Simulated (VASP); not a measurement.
A run of VASP 6.6.1:

Contents of INCAR:

```
SYSTEM = Ta2S3
PREC     = Accurate       ! precision mode
ENCUT    = 500            ! plane-wave cutoff, eV
EDIFF    = 1E-6           ! SCF threshold, eV
ISMEAR   = 0              ! smearing method
SIGMA    = 0.1            ! smearing width, eV
LREAL    = .FALSE.        ! projectors in reciprocal space
LASPH    = .TRUE.         ! aspherical terms in the spheres
NELM     = 120            ! most SCF steps
ALGO     = Normal         ! electronic algorithm
ISIF     = 2              ! what is computed and relaxed
LWAVE    = .FALSE.        ! write WAVECAR
LCHARG   = .FALSE.        ! write CHGCAR
GGA      = PE             ! functional
NBANDS   = 28             ! bands
GGA_COMPAT= .FALSE.
```

The input KPOINTS:

```
Automatic mesh
0
G
  4 4 4
  0 0 0
```

File POSCAR:

```
Ta2S3
1.0
    4.2427664700      0.0000000000      0.0000000000
    0.0000000000      4.2427664700      0.0000000000
    0.0000000000      0.0000000000      4.2427664700
Ta S
2 3
Direct
    0.5000000000      0.5000000000      0.5000000000
    0.0000000000      0.0000000000      0.0000000000
    0.5000000000      0.0000000000      0.0000000000
    0.0000000000      0.5000000000      0.0000000000
    0.0000000000      0.0000000000      0.5000000000
```

Potentials or basis: VASP PAW PBE potentials, release 64 (Ta_pv, S).

The run is started by

```console
$ cat potpaw_PBE.64/Ta_pv/POTCAR potpaw_PBE.64/S/POTCAR > POTCAR
$ mpirun -np 1 vasp_std > vasp.out
```

Hardware: 1 thread of Intel Xeon 8259CL, on a shared host.

Q: Estimate the wall time of this run.

A: Wall time 40 s on 1 thread of Intel Xeon 8259CL, with other jobs on the host, peak memory 0.18 GiB. Counts: scf iterations 16, k points 10.
